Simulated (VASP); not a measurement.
# Fe (Im-3m) in VASP: settings compared

Aim: see how the results for Fe move with the level of theory and the settings. Levels: LDA+U, RPBE+U, PBEsol+U, PBE. Tasks: single point, elastic constants.

Everything below comes from runs of VASP 6.6.1. Logs are shortened: lines on timing, memory, paths and dates and some standing lists are left out, and cuts for length are marked.

### 1 The cell of the first run

The structure is cubic, space group Im-3m (No. 229). Conventional cell: a = 2.886 Å, b = 2.886 Å, c = 2.886 Å, α = 90.00°, β = 90.00°, γ = 90.00°. Within 3.3 Å of Fe (site symmetry m-3m) lie 14 Fe at 2.50 to 2.89 Å.

### 2 Single point, LDA+U, collinear spin, ferromagnetic start

INCAR reads:

```
  PREC = Accurate
  ENCUT = 600
  EDIFF = 1E-6
  ISMEAR = 0
  SIGMA = 0.01
  LREAL = False
  LASPH = True
  NELM = 200
  ALGO = Normal
  ISIF = 2
  LWAVE = False
  LCHARG = False
  ISPIN = 2
  MAGMOM = 3
  LORBIT = 11
  LMAXMIX = 4
  LDAU = True
  LDAUTYPE = 2
  LDAUL = 2
  LDAUU = 7
  LDAUJ = 0
  LDAUPRINT = 1
  NBANDS = 14
  GGA_COMPAT = False
```

KPOINTS reads:

```
Automatic mesh
0
Gamma
  13 13 13
  0.5 0.5 0.5
```

POSCAR reads:

```
Fe
1.0
   -1.4430000000      1.4430000000      1.4430000000
    1.4430000000     -1.4430000000      1.4430000000
    1.4430000000      1.4430000000     -1.4430000000
Fe
1
Direct
    0.0000000000      0.0000000000      0.0000000000
```

Potentials or basis: VASP PAW LDA potentials, release 64 (Fe).

Launch:

```console
cat potpaw_LDA.64/Fe/POTCAR > POTCAR
mpirun -np 1 vasp_std > vasp.out
```

OUTCAR:

```text
PREC = Accurate
   ENCUT = 600
   EDIFF = 1E-6
   ISMEAR = 0
   LREAL = False
   LASPH = True
   NELM = 200
   ISIF = 2
   ISPIN = 2
   LORBIT = 11

 ion  position               nearest neighbor table
   1  0.000  0.000  0.000-

  LATTYP: Found a body centered cubic cell.
 ALAT       =     2.8860000000

  Lattice vectors:

 A1 = (  -1.4430000000,   1.4430000000,   1.4430000000)
 A2 = (   1.4430000000,  -1.4430000000,   1.4430000000)
 A3 = (   1.4430000000,   1.4430000000,  -1.4430000000)

Analysis of symmetry for initial positions (statically):
=====================================================================
 Subroutine PRICEL returns:
 Original cell was already a primitive cell.

 Routine SETGRP: Setting up the symmetry group for a
 body centered cubic supercell.

 Subroutine GETGRP returns: Found 48 space group operations
 (whereof 48 operations were pure point group operations)
 out of a pool of 48 trial point group operations.

The static configuration has the point symmetry O_h .

Analysis of symmetry for dynamics (positions and initial velocities):
=====================================================================
 Subroutine PRICEL returns:
 Original cell was already a primitive cell.

 Routine SETGRP: Setting up the symmetry group for a
 body centered cubic supercell.

 Subroutine GETGRP returns: Found 48 space group operations
 (whereof 48 operations were pure point group operations)
 out of a pool of 48 trial point group operations.

The dynamic configuration has the point symmetry O_h .

Analysis of structural, dynamic, and magnetic symmetry:
=====================================================================
 Subroutine PRICEL returns:
 Original cell was already a primitive cell.

 Routine SETGRP: Setting up the symmetry group for a
 body centered cubic supercell.

 Subroutine GETGRP returns: Found 48 space group operations
 (whereof 48 operations were pure point group operations)
 out of a pool of 48 trial point group operations.

The overall configuration has the point symmetry O_h .

 Subroutine INISYM returns: Found 48 space group operations
 (whereof 48 operations are pure point group operations),
 and found     1 'primitive' translations

----------------------------------------------------------------------------------------

                                     Primitive cell

  volume of cell :      12.0187

  direct lattice vectors                    reciprocal lattice vectors
    -1.443000000  1.443000000  1.443000000     0.000000000  0.346500347  0.346500347
     1.443000000 -1.443000000  1.443000000     0.346500347  0.000000000  0.346500347
     1.443000000  1.443000000 -1.443000000     0.346500347  0.346500347  0.000000000

  length of vectors
     2.499349315  2.499349315  2.499349315     0.490025489  0.490025489  0.490025489

  position of ions in fractional coordinates (direct lattice)
     0.000000000  0.000000000  0.000000000

  ion indices of the primitive-cell ions
   primitive index   ion index
                 1           1

----------------------------------------------------------------------------------------

 KPOINTS: Automatic mesh

Automatic generation of k-mesh.
 Grid dimensions read from file:
 generate k-points for:   13   13   13

 Generating k-lattice:

  Cartesian coordinates                     Fractional coordinates (reciprocal lattice)
     0.000000000  0.026653873  0.026653873     0.076923077  0.000000000  0.000000000
     0.026653873  0.000000000  0.026653873     0.000000000  0.076923077  0.000000000
     0.026653873  0.026653873  0.000000000     0.000000000  0.000000000  0.076923077

  Length of vectors
     0.037694268  0.037694268  0.037694268

[... 58 lines left out ...]
   NFREE  =      0    steps in history (QN), initial steepest desc. (CG)
   ISIF   =      2    stress and relaxation
   ISYM   =      2    0-nonsym 1-usesym 2-fastsym
   POTIM  = 0.5000    time-step for ionic-motion
   TEBEG  =    0.0;   TEEND  =   0.0 temperature during run
   PSTRESS=    0.0 pullay stress
   NELECT =       8.0000    total number of electrons
   NUPDOWN=      -1.0000    fix difference up-down
   EMIN   =  10.00;   EMAX   =-10.00  energy-range for DOS
   EFERMI =   0.00;   METHOD = LEGACY
   ISMEAR =     0;   SIGMA  =   0.01  broadening in eV -4-tet -1-fermi 0-gaus
   EFERMI_NEDOS =   21; number of points for ismear=-14 and -15
   IALGO  =     38    algorithm
   IMIX   =      4    mixing-type and parameters
     AMIX     =   0.40;   BMIX     =  1.00
     AMIX_MAG =   1.60;   BMIX_MAG =  1.00
  volume/ion in A,a.u.               =      12.02        81.11
  Fermi-wavevector in a.u.,A,eV,Ry     =   1.429394  2.701162 27.798962  2.043166
  Thomas-Fermi vector in A             =   2.549352
   LORBIT       =     11    0 simple, 1 ext, 2 COOP (PROOUT), +10 PAW based schemes
 LDA+U is selected, type is set to LDAUTYPE =  2
   angular momentum for each species LDAUL =     2
   U (eV)           for each species LDAUU =   7.0
   J (eV)           for each species LDAUJ =   0.0
   GGA     = CA    functional components
   LHFCALC =     F    Hartree Fock is set to
   AEXX    =    0.0000 exact exchange contribution
   IVDW    =     0    specifies the selected vdW correction
   LEPSILON=     F    determine dielectric tensor
   LRPA    =     F    only Hartree local field effects (RPA)
 spin polarized calculation
 Gauss-broadening in eV      SIGMA  =   0.01
  energy-cutoff  :      600.00
  volume of cell :       12.02
 maximum number of plane-waves:       418
   NGX =  9   NGY =  9   NGZ =  9

atom =   1  type =  1  l = 2

 onsite density matrix

spin component  1

  0.9571 -0.0000 -0.0000  0.0000  0.0000
 -0.0000  0.9571  0.0000 -0.0000 -0.0000
 -0.0000  0.0000  0.9591  0.0000  0.0000
  0.0000 -0.0000  0.0000  0.9571 -0.0000
  0.0000 -0.0000  0.0000 -0.0000  0.9591

spin component  2

  0.3816  0.0000  0.0000 -0.0000  0.0000
  0.0000  0.3816  0.0000 -0.0000  0.0000
  0.0000  0.0000  0.1631 -0.0000 -0.0000
 -0.0000 -0.0000 -0.0000  0.3816  0.0000
  0.0000  0.0000 -0.0000  0.0000  0.1631

 occupancies and eigenvectors

  o =  0.1631  v =  0.0000  0.0000  0.0000  0.0000  0.0000  0.0000  0.0000 -0.9993 -0.0000 -0.0361      0.0000  0.0000  0.0000  0.0000  0.0000  0.0000  0.0000  0.0000  0.0000  0.0000
  o =  0.1631  v =  0.0000  0.0000  0.0000  0.0000  0.0000  0.0000 -0.0000 -0.0361  0.0000  0.9993      0.0000  0.0000  0.0000  0.0000  0.0000  0.0000  0.0000  0.0000  0.0000  0.0000
  o =  0.3816  v =  0.0000  0.0000  0.0000  0.0000  0.0000  1.0000  0.0000  0.0000  0.0000  0.0000      0.0000  0.0000  0.0000  0.0000  0.0000  0.0000  0.0000  0.0000  0.0000  0.0000
  o =  0.3816  v =  0.0000  0.0000  0.0000  0.0000  0.0000  0.0000  0.9991  0.0000  0.0420  0.0000      0.0000  0.0000  0.0000  0.0000  0.0000  0.0000  0.0000  0.0000  0.0000  0.0000
  o =  0.3816  v =  0.0000  0.0000  0.0000  0.0000  0.0000  0.0000 -0.0420 -0.0000  0.9991  0.0000      0.0000  0.0000  0.0000  0.0000  0.0000  0.0000  0.0000  0.0000  0.0000  0.0000
  o =  0.9571  v =  0.0000  0.1037  0.0000 -0.9946 -0.0000  0.0000  0.0000  0.0000  0.0000  0.0000      0.0000  0.0000  0.0000  0.0000  0.0000  0.0000  0.0000  0.0000  0.0000  0.0000
  o =  0.9571  v =  0.0000  0.9946  0.0000  0.1037  0.0000  0.0000  0.0000  0.0000  0.0000  0.0000      0.0000  0.0000  0.0000  0.0000  0.0000  0.0000  0.0000  0.0000  0.0000  0.0000
  o =  0.9571  v =  1.0000  0.0000  0.0000  0.0000  0.0000  0.0000  0.0000  0.0000  0.0000  0.0000      0.0000  0.0000  0.0000  0.0000  0.0000  0.0000  0.0000  0.0000  0.0000  0.0000
  o =  0.9591  v =  0.0000 -0.0000 -0.0051 -0.0000  1.0000  0.0000  0.0000  0.0000  0.0000  0.0000      0.0000  0.0000  0.0000  0.0000  0.0000  0.0000  0.0000  0.0000  0.0000  0.0000
  o =  0.9591  v =  0.0000 -0.0000  1.0000  0.0000  0.0051  0.0000  0.0000  0.0000  0.0000  0.0000      0.0000  0.0000  0.0000  0.0000  0.0000  0.0000  0.0000  0.0000  0.0000  0.0000

 number of electron       7.9999995 magnetization       3.0412451

 Free energy of the ion-electron system (eV)
  ---------------------------------------------------
  ext. energy  EPLUGINS =         0.00000000
  ---------------------------------------------------
  free energy    TOTEN  =        -4.01359071 eV

  energy without entropy =       -4.01355981  energy(sigma->0) =       -4.01357526

 E-fermi :   5.6526     XC(G=0): -13.0599

 val. band max:        5.6351354642   @ k =  -0.2692   0.4231   0.1154
 cond. band min:       5.6547580150   @ k =  -0.1923   0.1923   0.0385
 fundamental gap:      0.0196225507
 Fermi energy:         5.6526290626

 spin component 1

 k-point     1 :       0.0385    0.0385    0.0385
  band No.  band energies     occupation
      1      -2.7506      1.00000
      2      -0.5798      1.00000
      3      -0.5798      1.00000
      4      -0.2923      1.00000
      5       0.6734      1.00000
      6       0.6734      1.00000
      7      25.7372      0.00000
      8      25.7372      0.00000
      9      28.2368      0.00000
     10      29.8042      0.00000
     11      30.1438      0.00000
     12      30.1438      0.00000
[... 793 lines left out ...]
      3       5.5552      1.00000
      4       7.9575      0.00000
      5       8.3994      0.00000
      6       9.5312      0.00000
      7      19.4376      0.00000
      8      23.5360      0.00000
      9      26.8488      0.00000
     10      30.4568      0.00000
     11      33.8849      0.00000
     12      35.6174      0.00000
     13      42.5943      0.00000
     14      44.1417      0.00000

 [... further k-points ...]

------------------------ aborting loop because EDIFF is reached ----------------------------------------

  FORCE on cell =-STRESS in cart. coord.  units (eV):
  Direction    XX          YY          ZZ          XY          YZ          ZX
  --------------------------------------------------------------------------------------
  -------------------------------------------------------------------------------------
  Total        0.0359699      0.0359699      0.0359699      0.0000000     -0.0000000      0.0000000
  in kB        4.7950292      4.7950292      4.7950292      0.0000000     -0.0000000      0.0000000
  external PRESSURE =       4.7950292 kB  Pullay stress =       0.0000000 kB

 VOLUME and BASIS-vectors are now :
 -----------------------------------------------------------------------------
  energy-cutoff  :      600.00
  volume of cell :       12.02
      direct lattice vectors                 reciprocal lattice vectors
    -1.443000000  1.443000000  1.443000000     0.000000000  0.346500347  0.346500347
     1.443000000 -1.443000000  1.443000000     0.346500347  0.000000000  0.346500347
     1.443000000  1.443000000 -1.443000000     0.346500347  0.346500347  0.000000000

 POSITION                                       TOTAL-FORCE (eV/Angst)
 -----------------------------------------------------------------------------------
      0.00000      0.00000      0.00000         0.000000     -0.000000     -0.000000
 -----------------------------------------------------------------------------------
    total drift:                                0.000000     -0.000000      0.000000

  FREE ENERGIE OF THE ION-ELECTRON SYSTEM (eV)
  ---------------------------------------------------
  free  energy   TOTEN  =        -4.0135907116 eV

  energy  without entropy=       -4.0135598149  energy(sigma->0) =       -4.01357526

 total charge

# of ion       s       p       d       tot
------------------------------------------
    1        0.492   0.526   6.233   7.251

 magnetization (x)

# of ion       s       p       d       tot
------------------------------------------
    1       -0.027  -0.105   3.315   3.182
```

Wall time 17 s (1 thread of Intel Xeon 6975P-C (Granite Rapids), shared host); peak memory 0.14 GiB.

Results:

* Free energy: -4.0136 eV
* Pressure: 0.5 GPa
* Net moment: 3.04 μB per cell
* Site moments: Fe +3.18 μB
* Valence electrons inside the program's atomic spheres: Fe 7.25

Eigenvalues of the final occupation matrices:
| site | spin | trace | eigenvalues |
| --- | --- | --- | --- |
| site 1 d | 1 | 4.79 | 0.96 0.96 0.96 0.96 0.96 |
| site 1 d | 2 | 1.47 | 0.16 0.16 0.38 0.38 0.38 |

Caveat: the U is typed as a test and isn't derived for this compound. The state reached can hang on the start; a lower one may exist.

### 3 Single point, RPBE+U, collinear spin, ferromagnetic start (13.82 Å³/atom)

This run uses another cell than the first one, of 13.82 Å³/atom.

INCAR reads:

```
PREC = Accurate ; ENCUT = 600
EDIFF = 1E-6 ; ISMEAR = 1
SIGMA = 0.05 ; LREAL = False
LASPH = True ; NELM = 200
ALGO = Normal ; ISIF = 2
LWAVE = False ; LCHARG = False
ISPIN = 2 ; MAGMOM = 3
LORBIT = 11 ; LMAXMIX = 4
LDAU = True ; LDAUTYPE = 2
LDAUL = 2 ; LDAUU = 3
LDAUJ = 0 ; LDAUPRINT = 1
GGA = RP ; NBANDS = 14
GGA_COMPAT = False
```

KPOINTS reads:

```
Automatic mesh
0
Gamma
  13 13 13
```

POSCAR reads:

```
Fe
1.0
   -1.5118160252      1.5118160252      1.5118160252
    1.5118160252     -1.5118160252      1.5118160252
    1.5118160252      1.5118160252     -1.5118160252
Fe
1
Direct
    0.0000000000      0.0000000000      0.0000000000
```

Potentials or basis: VASP PAW PBE potentials, release 64 (Fe).

Launch:

```console
cat potpaw_PBE.64/Fe/POTCAR > POTCAR
mpirun -np 1 vasp_std > vasp.out
```

OUTCAR:

```text
PREC = Accurate
   ENCUT = 600
   EDIFF = 1E-6
   ISMEAR = 1
   LREAL = False
   LASPH = True
   NELM = 200
   ISIF = 2
   ISPIN = 2
   LORBIT = 11
   GGA = RP

 ion  position               nearest neighbor table
   1  0.000  0.000  0.000-

  LATTYP: Found a body centered cubic cell.
 ALAT       =     3.0236320504

  Lattice vectors:

 A1 = (  -1.5118160252,   1.5118160252,   1.5118160252)
 A2 = (   1.5118160252,  -1.5118160252,   1.5118160252)
[... 1061 lines left out ...]
  --------------------------------------------------------------------------------------
  -------------------------------------------------------------------------------------
  Total       -0.5072922     -0.5072922     -0.5072922      0.0000000     -0.0000000      0.0000000
  in kB      -58.8046891    -58.8046891    -58.8046891      0.0000000     -0.0000000      0.0000000
  external PRESSURE =     -58.8046891 kB  Pullay stress =       0.0000000 kB

 VOLUME and BASIS-vectors are now :
 -----------------------------------------------------------------------------
  energy-cutoff  :      600.00
  volume of cell :       13.82
      direct lattice vectors                 reciprocal lattice vectors
    -1.511816025  1.511816025  1.511816025     0.000000000  0.330728073  0.330728073
     1.511816025 -1.511816025  1.511816025     0.330728073  0.000000000  0.330728073
     1.511816025  1.511816025 -1.511816025     0.330728073  0.330728073  0.000000000

 POSITION                                       TOTAL-FORCE (eV/Angst)
 -----------------------------------------------------------------------------------
      0.00000      0.00000      0.00000         0.000000      0.000000      0.000000
 -----------------------------------------------------------------------------------
    total drift:                                0.000000      0.000000     -0.000000

  FREE ENERGIE OF THE ION-ELECTRON SYSTEM (eV)
  ---------------------------------------------------
  free  energy   TOTEN  =        -5.4852832903 eV

  energy  without entropy=       -5.4852327294  energy(sigma->0) =       -5.48526644

 total charge

# of ion       s       p       d       tot
------------------------------------------
    1        0.427   0.424   6.081   6.932

 magnetization (x)

# of ion       s       p       d       tot
------------------------------------------
    1       -0.020  -0.107   3.195   3.068
```

Run time: 18 s. Hardware: 1 thread of Intel Xeon 6975P-C (Granite Rapids), shared host; peak memory 0.16 GiB.

Results:

```
Free energy                                           : -5.4853 eV
Pressure                                              : -5.9 GPa
Net moment                                            : 2.93 μB per cell
Site moments                                          : Fe +3.07 μB
Valence electrons inside the program's atomic spheres : Fe 6.93
```

Levels at points of the mesh, in eV from the Fermi level:
Spin up:
| k point | band 3 | band 4 | band 5 | band 6 | band 7 | band 8 |
| --- | --- | --- | --- | --- | --- | --- |
| (0.00, 0.00, 0.00) | -4.12 | -4.12 | -3.24 | -3.24 | 22.79 | 22.79 |
Spin down:
```csv
k point,band 1,band 2,band 3,band 4,band 5,band 6,band 7
"(0.00, 0.00, 0.00)",-7.81,0.39,0.39,0.39,2.49,2.49,21.99
```

Eigenvalues of the final occupation matrices:
| site | spin | trace | eigenvalues |
| --- | --- | --- | --- |
| site 1 d | 1 | 4.65 | 0.93 0.93 0.93 0.94 0.94 |
| site 1 d | 2 | 1.45 | 0.19 0.19 0.36 0.36 0.36 |

Caveat: the cell stands under tension; the PAW data sets were made with another functional, which shifts forces and pressure a little; the U is typed as a test and isn't derived for this compound. The state reached can hang on the start; a lower one may exist.

(Continued in part 2 of 2.)
